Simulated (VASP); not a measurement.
# Si in VASP: single point with PBE+D3(BJ)

Aim: the single point of Si with PBE+D3(BJ).

Program: VASP 6.6.1. These are calculated values, not measurements. Logs are shortened: lines on timing, memory, paths and dates and some standing lists are left out, and cuts for length are marked.

## Step 1: The cell of the first run

The cell holds a slab with vacuum, 4 atoms: a = 3.847 Å, b = 3.847 Å, c = 18.445 Å, α = 90.00°, β = 90.00°, γ = 120.00°.

## Step 2: Single point, PBE+D3(BJ)

INCAR

```
SYSTEM = Si
PREC = Accurate
ENCUT = 400
EDIFF = 1E-6
ISMEAR = 0
SIGMA = 0.1
LREAL = .FALSE.
LASPH = .TRUE.
NELM = 120
ALGO = Normal
ISIF = 2
LWAVE = .FALSE.
LCHARG = .TRUE.
LDIPOL = .TRUE.
IDIPOL = 3
DIPOL = 0.5 0.5 0.374
GGA = PE
IVDW = 12
LELF = .TRUE.
LVHAR = .TRUE.
LVACPOTAV = .TRUE.
NBANDS = 16
GGA_COMPAT = .FALSE.
NELMDL = -8
```

KPOINTS

```
Automatic mesh
0
G
  9 9 1
  0 0 0
```

POSCAR

```
Si
1.0
    3.8472023567      0.0000000000      0.0000000000
   -1.9236011784      3.3317749744      0.0000000000
    0.0000000000      0.0000000000     18.4446971473
Si
4
Direct
    0.3333333333      0.6666666667      0.2695814702
    0.6666666667      0.3333333333      0.2439725610
    0.8333333333      1.0000000000      0.5039224593
    0.5000000000      1.3333333333      0.4783135501
```

Potentials or basis: VASP PAW PBE potentials, release 64 (Si).

Run with:

```sh
> cat potpaw_PBE.64/Si/POTCAR > POTCAR
> mpirun -np 1 vasp_std > vasp.out
```

OUTCAR:

```text
SYSTEM = Si
   PREC = Accurate
   ENCUT = 400
   EDIFF = 1E-6
   ISMEAR = 0
   LREAL = .FALSE.
   LASPH = .TRUE.
   NELM = 120
   ISIF = 2
   GGA = PE
   IVDW = 12
   NELMDL = -8
 IVDW          = 12

 ion  position               nearest neighbor table
   1  0.333  0.667  0.270-   2 2.27   2 2.27   2 2.27
   2  0.667  0.333  0.244-   1 2.27   1 2.27   1 2.27
   3  0.833  0.000  0.504-   4 2.27   4 2.27   4 2.27
   4  0.500  0.333  0.478-   3 2.27   3 2.27   3 2.27

  LATTYP: Found a hexagonal cell.
 ALAT       =     3.8472023567
 C/A-ratio  =     4.7943142671

  Lattice vectors:

 A1 = (   3.8472023567,   0.0000000000,   0.0000000000)
 A2 = (  -1.9236011784,   3.3317749744,   0.0000000000)
 A3 = (   0.0000000000,   0.0000000000,  18.4446971473)

Analysis of symmetry for initial positions (statically):
=====================================================================
 Subroutine PRICEL returns:
 Original cell was already a primitive cell.

 Routine SETGRP: Setting up the symmetry group for a
 hexagonal supercell.

 Subroutine GETGRP returns: Found  1 space group operations
 (whereof  1 operations were pure point group operations)
 out of a pool of 24 trial point group operations.

The static configuration has the point symmetry C_1 .

Analysis of symmetry for dynamics (positions and initial velocities):
=====================================================================
 Subroutine PRICEL returns:
 Original cell was already a primitive cell.

 Routine SETGRP: Setting up the symmetry group for a
 hexagonal supercell.

 Subroutine GETGRP returns: Found  1 space group operations
 (whereof  1 operations were pure point group operations)
 out of a pool of 24 trial point group operations.

The dynamic configuration has the point symmetry C_1 .

 Subroutine INISYM returns: Found  1 space group operations
 (whereof  1 operations are pure point group operations),
 and found     1 'primitive' translations

----------------------------------------------------------------------------------------

                                     Primitive cell

  volume of cell :     236.4244

  direct lattice vectors                    reciprocal lattice vectors
     3.847202357  0.000000000  0.000000000     0.259929140  0.150070159  0.000000000
    -1.923601178  3.331774974  0.000000000     0.000000000  0.300140318  0.000000000
     0.000000000  0.000000000 18.444697147     0.000000000  0.000000000  0.054216125

  length of vectors
     3.847202357  3.847202357 18.444697147     0.300140318  0.300140318  0.054216125

  position of ions in fractional coordinates (direct lattice)
     0.333333333  0.666666667  0.269581470
     0.666666667  0.333333333  0.243972561
     0.833333333  0.000000000  0.503922459
     0.500000000  0.333333333  0.478313550

  ion indices of the primitive-cell ions
   primitive index   ion index
                 1           1
                 2           2
                 3           3
                 4           4

----------------------------------------------------------------------------------------

 KPOINTS: Automatic mesh

Automatic generation of k-mesh.
 Grid dimensions read from file:
 generate k-points for:    9    9    1

 Generating k-lattice:

  Cartesian coordinates                     Fractional coordinates (reciprocal lattice)
     0.028881016  0.016674462  0.000000000     0.111111111 -0.000000000  0.000000000
     0.000000000  0.033348924  0.000000000     0.000000000  0.111111111  0.000000000
     0.000000000  0.000000000  0.054216125     0.000000000  0.000000000  1.000000000

  Length of vectors
     0.033348924  0.033348924  0.054216125

  Shift w.r.t. Gamma in fractional coordinates (k-lattice)
     0.000000000  0.000000000  0.000000000

 Subroutine IBZKPT returns following result:
 ===========================================

 Found     41 irreducible k-points:

 Following reciprocal coordinates:
            Coordinates               Weight
  0.000000  0.000000  0.000000      1.000000
  0.111111  0.000000  0.000000      2.000000
  0.000000  0.111111  0.000000      2.000000
 -0.111111  0.111111  0.000000      2.000000
  0.222222  0.000000  0.000000      2.000000
  0.000000  0.222222  0.000000      2.000000
[... 16 lines left out ...]
  0.333333  0.111111  0.000000      2.000000
 -0.111111  0.444444  0.000000      2.000000
 [... further k-points ...]
   k-points           NKPTS =     41   k-points in BZ     NKDIM =     41   number of bands    NBANDS=     16
   number of dos      NEDOS =    301   number of ions     NIONS =      4
   total plane-waves  NPLWV =  94080
   dimension x,y,z NGX =    28 NGY =   28 NGZ =  120
   dimension x,y,z NGXF=    56 NGYF=   56 NGZF=  240
   ions per type =               4
   NGX,Y,Z   is equivalent  to a cutoff of  12.10, 12.10, 10.82 a.u.
   NGXF,Y,Z  is equivalent  to a cutoff of  24.20, 24.20, 21.63 a.u.
 SYSTEM =  Si
   PREC   = accura    normal or accurate (medium, high low for compatibility)
   ISTART =      0    job   : 0-new  1-cont  2-samecut
   ICHARG =      2    charge: 1-file 2-atom 10-const
   ISPIN  =      1    spin polarized calculation?
   LNONCOLLINEAR =      F non collinear calculations
   LSORBIT =      F    spin-orbit coupling
   LASPH  =      T    aspherical Exc in radial PAW
   ENCUT  =  400.0 eV  29.40 Ry    5.42 a.u.   6.27  6.27 30.08*2*pi/ulx,y,z
   NELM   =    120;   NELMIN=  2; NELMDL= -8     # of ELM steps
   EDIFF  = 0.1E-05   stopping-criterion for ELM
   LREAL  =      F    real-space projection
   EDIFFG = 0.1E-04   stopping-criterion for IOM
   NSW    =      0    number of steps for IOM
   IBRION =     -1    ionic relax: 0-MD 1-quasi-New 2-CG
   NFREE  =      0    steps in history (QN), initial steepest desc. (CG)
   ISIF   =      2    stress and relaxation
   ISYM   =      2    0-nonsym 1-usesym 2-fastsym
   POTIM  = 0.5000    time-step for ionic-motion
   TEBEG  =    0.0;   TEEND  =   0.0 temperature during run
   PSTRESS=    0.0 pullay stress
   NELECT =      16.0000    total number of electrons
   NUPDOWN=      -1.0000    fix difference up-down
   EMIN   =  10.00;   EMAX   =-10.00  energy-range for DOS
   EFERMI =   0.00;   METHOD = LEGACY
   ISMEAR =     0;   SIGMA  =   0.10  broadening in eV -4-tet -1-fermi 0-gaus
   EFERMI_NEDOS =   21; number of points for ismear=-14 and -15
   IALGO  =     38    algorithm
   IMIX   =      4    mixing-type and parameters
     AMIX     =   0.40;   BMIX     =  1.00
     AMIX_MAG =   1.60;   BMIX_MAG =  1.00
  volume/ion in A,a.u.               =      59.11       398.87
  Fermi-wavevector in a.u.,A,eV,Ry     =   0.667141  1.260713  6.055636  0.445077
  Thomas-Fermi vector in A             =   1.741657
   LORBIT       =      0    0 simple, 1 ext, 2 COOP (PROOUT), +10 PAW based schemes
   GGA     = PE    functional components
   LHFCALC =     F    Hartree Fock is set to
   AEXX    =    0.0000 exact exchange contribution
   IVDW    =    12    specifies the selected vdW correction
   LEPSILON=     F    determine dielectric tensor
   LRPA    =     F    only Hartree local field effects (RPA)
 non-spin polarized calculation
 Gauss-broadening in eV      SIGMA  =   0.10
  energy-cutoff  :      400.00
  volume of cell :      236.42
 maximum number of plane-waves:      4311
 NGX is ok and might be reduce to    28
   NGX = 13   NGY = 13   NGZ = 61

 dipolmoment           0.000000      0.000000     -0.000010 electrons x Angstroem

 number of electron      16.0000000 magnetization

 dipolmoment           0.000000      0.000000      0.004885 electrons x Angstroem

 Free energy of the ion-electron system (eV)
  ---------------------------------------------------
  ext. energy  EPLUGINS =         0.00000000
  ---------------------------------------------------
  free energy    TOTEN  =       -19.17647040 eV

  energy without entropy =      -19.17597429  energy(sigma->0) =      -19.17622235

 E-fermi :  -1.0303     XC(G=0):  -4.2091

 val. band max:       -1.1616465317   @ k =   0.3333   0.3333   0.0000
 cond. band min:      -0.8989196300   @ k =   0.3333   0.3333   0.0000
 fundamental gap:      0.2627269017
 Fermi energy:        -1.0302828796

 k-point     1 :       0.0000    0.0000    0.0000
  band No.  band energies     occupation
      1     -12.1741      2.00000
      2     -12.0451      2.00000
      3      -4.6787      2.00000
      4      -3.7293      2.00000
      5      -2.2247      2.00000
      6      -2.2147      2.00000
[... 8 lines left out ...]
     15       2.0875      0.00000
     16       2.5641      0.00000

 k-point     2 :       0.1111    0.0000    0.0000
  band No.  band energies     occupation
      1     -12.0283      2.00000
      2     -11.8998      2.00000
      3      -4.5674      2.00000
      4      -3.6982      2.00000
      5      -3.1825      2.00000
      6      -3.0779      2.00000
[... 8 lines left out ...]
     15       2.6098      0.00000
     16       2.6579      0.00000

 k-point     3 :       0.0000    0.1111    0.0000
  band No.  band energies     occupation
      1     -12.0282      2.00000
      2     -11.8999      2.00000
      3      -4.5646      2.00000
      4      -3.7064      2.00000
      5      -3.1641      2.00000
      6      -3.0917      2.00000
[... 8 lines left out ...]
     15       2.5916      0.00000
     16       2.6517      0.00000

 k-point     4 :      -0.1111    0.1111    0.0000
  band No.  band energies     occupation
      1     -12.0281      2.00000
      2     -11.8999      2.00000
      3      -4.5632      2.00000
      4      -3.7104      2.00000
      5      -3.1538      2.00000
      6      -3.0999      2.00000
[... 8 lines left out ...]
     15       2.5905      0.00000
     16       2.6386      0.00000
[... 324 lines left out ...]
 k-point    22 :       0.3333   -0.1111    0.0000
  band No.  band energies     occupation
      1     -11.1749      2.00000
      2     -11.0503      2.00000
      3      -5.9931      2.00000
      4      -5.9068      2.00000
      5      -3.6893      2.00000
      6      -3.6395      2.00000
[... 8 lines left out ...]
     15       3.6748      0.00000
     16       4.0900      0.00000

 k-point    23 :       0.3333    0.1111    0.0000
  band No.  band energies     occupation
      1     -10.3909      2.00000
      2     -10.2701      2.00000
      3      -7.4195      2.00000
      4      -7.3305      2.00000
      5      -4.1130      2.00000
      6      -4.0358      2.00000
[... 8 lines left out ...]
     15       4.7506      0.00000
     16       5.1214      0.00000

 k-point    24 :      -0.1111    0.4444    0.0000
  band No.  band energies     occupation
      1     -10.3864      2.00000
      2     -10.2742      2.00000
      3      -7.4261      2.00000
      4      -7.3240      2.00000
      5      -4.1139      2.00000
      6      -4.0365      2.00000
[... 8 lines left out ...]
     15       4.8927      0.00000
     16       5.1172      0.00000

 [... further k-points ...]

------------------------ aborting loop because EDIFF is reached ----------------------------------------

 Edisp (eV)   -0.98579

 E8    (eV) :    -0.4191

  FORCE on cell =-STRESS in cart. coord.  units (eV):
  Direction    XX          YY          ZZ          XY          YZ          ZX
  --------------------------------------------------------------------------------------
  -------------------------------------------------------------------------------------
  Total      -0.15921    -0.15131    -0.89908    -0.03801     0.00134     0.00924
  in kB      -1.07889    -1.02537    -6.09279    -0.25759     0.00910     0.06259
  external pressure =       -2.73 kB  Pullay stress =        0.00 kB

 VOLUME and BASIS-vectors are now :
 -----------------------------------------------------------------------------
  energy-cutoff  :      400.00
  volume of cell :      236.42
      direct lattice vectors                 reciprocal lattice vectors
     3.847202357  0.000000000  0.000000000     0.259929140  0.150070159  0.000000000
    -1.923601178  3.331774974  0.000000000     0.000000000  0.300140318  0.000000000
     0.000000000  0.000000000 18.444697147     0.000000000  0.000000000  0.054216125

 POSITION                                       TOTAL-FORCE (eV/Angst)
 -----------------------------------------------------------------------------------
     -0.00000      2.22118      4.97235        -0.002515     -0.000714      0.153513
      1.92360      1.11059      4.50000         0.000348     -0.000096      0.062390
      3.20600      0.00000      9.29470         0.001953     -0.003786     -0.031683
      1.28240      1.11059      8.82235         0.000214      0.004597     -0.184221
 -----------------------------------------------------------------------------------
    total drift:                                0.000022      0.000030      0.000132

  FREE ENERGIE OF THE ION-ELECTRON SYSTEM (eV)
  ---------------------------------------------------
  free  energy   TOTEN  =       -20.1622602289 eV

  energy  without entropy=      -20.1617641239  energy(sigma->0) =      -20.16201218

 vacuum level on the upper side and lower side of the slab         3.645         3.576
```

Wall time 2.6 min (1 thread of Intel Xeon 6975P-C, shared host); peak memory 0.32 GiB.

What came out:

| Quantity | Value |
| --- | --- |
| Free energy | -20.1623 eV |
| Largest force | 0.184 eV/Å |
| Band gap on the k mesh | 0.26 eV, direct |
| Dispersion energy per atom | -0.246 eV |

Forces on the atoms (eV/Å):
```
Si  -0.003 -0.001  0.154
Si   0.000  0.000  0.062
Si   0.002 -0.004 -0.032
Si   0.000  0.005 -0.184
```
